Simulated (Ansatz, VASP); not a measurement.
**One calculation of Pd, two programs**

```
Pd
1.0
     0.00000    1.94650    1.94650
     1.94650    0.00000    1.94650
     1.94650    1.94650    0.00000
Pd
1
Direct
  0.00000 0.00000 0.00000
```

Alike in both runs: task single point; functional PBE; k mesh 17 × 17 × 17; occupations fermi-dirac, width 0.08 eV; no spin polarisation.

|  | VASP | Ansatz |
| --- | --- | --- |
| version | VASP 6.6.1 | Ansatz 0.2.0 |
| potentials or method | VASP PAW PBE potentials, release 64 (Pd), cutoff 520 eV | all-electron LAPW, scalar-relativistic |

Ansatz gave:

- pressure (GPa): 7.3

Q: Which values does VASP return?

A: Pressure (GPa): 7.0.

Ansatz ran all-electron here, and VASP with PAW potentials.
